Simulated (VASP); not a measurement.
Wanted: the native input for a VASP 6.6.1 run.

```
Task                   : single point
Functional             : r2SCAN
Dispersion             : D3(BJ)
Potentials or basis    : VASP PAW PBE potentials, release 64 (Ti_sv, O)
Cutoff                 : 520 eV
k mesh                 : 8 × 8 × 6
Occupations            : gaussian, width 0.02 eV
Spin                   : no spin polarisation
Dipole correction      : no
Further INCAR settings : ALGO = Normal; EDIFF = 1e-07; NBANDS = 33
```

The system is TiO2.

```
Ti O
1.0
     2.66769   -2.66773   -0.02011
     2.66769    2.66773   -0.02011
    -2.63186    0.00000    4.78619
Ti O
2 4
Direct
  0.12500 0.87500 0.25000
  0.87500 0.12500 0.75000
  0.33292 0.08289 0.66584
  0.66708 0.91711 0.33416
  0.91711 0.66708 0.83416
  0.08289 0.33292 0.16584
```

These files were run (other wordings do the same):

POSCAR

```
TiO2
1.0
    2.6676893034     -2.6677312402     -0.0201083860
    2.6676893034      2.6677312402     -0.0201083860
   -2.6318572151      0.0000000000      4.7861870984
Ti O
2 4
Direct
    0.1249969577      0.8750030423      0.2500000000
    0.8750030423      0.1249969577      0.7500000000
    0.3329235004      0.0828949789      0.6658362319
    0.6670764996      0.9171050211      0.3341637681
    0.9171050211      0.6670764996      0.8341637681
    0.0828949789      0.3329235004      0.1658362319
```

INCAR.step1

```
SYSTEM = TiO2
PREC = Accurate
ENCUT = 520
ISMEAR = 0
SIGMA = 0.02
LREAL = .FALSE.
LASPH = .TRUE.
NELM = 100
NBANDS = 33
GGA = PE
ALGO = Normal
EDIFF = 1E-4
LWAVE = .TRUE.
LCHARG = .FALSE.
```

INCAR.step2

```
SYSTEM = TiO2
PREC = Accurate
ENCUT = 520
EDIFF = 1E-7
ISMEAR = 0
SIGMA = 0.02
LREAL = .FALSE.
LASPH = .TRUE.
NELM = 100
ALGO = Normal
ISIF = 2
LWAVE = .FALSE.
LCHARG = .FALSE.
METAGGA = R2SCAN
LMIXTAU = .TRUE.
IVDW = 12
VDW_S6 = 1.0
VDW_S8 = 0.78981345
VDW_A1 = 0.49484001
VDW_A2 = 5.73083694
NBANDS = 33
ISTART = 1
```

KPOINTS

```
Automatic mesh
0
G
  8 8 6
  0 0 0
```

Potentials or basis: VASP PAW PBE potentials, release 64 (Ti_sv, O).

Command:

```bash
$ cat potpaw_PBE.64/Ti_sv/POTCAR potpaw_PBE.64/O/POTCAR > POTCAR
$ cp INCAR.step1 INCAR
$ mpirun -np 1 vasp_std > vasp.out
$ cp INCAR.step2 INCAR
$ mpirun -np 1 vasp_std > vasp.out
```

Results of the run:

```yaml
Pressure: 1.3 GPa
Largest_force: 0.026 eV/Å
Band_gap_on_the_k_mesh: 2.59 eV (least direct gap 2.92 eV)
Dispersion_energy_per_atom: -0.108 eV
```

Caveat: the PAW data sets were made with another functional, which shifts forces and pressure a little.

Wall time 18 min on 1 thread of Oxide Virtual Turin-like Processor, on a shared host, peak memory 0.3 GiB.
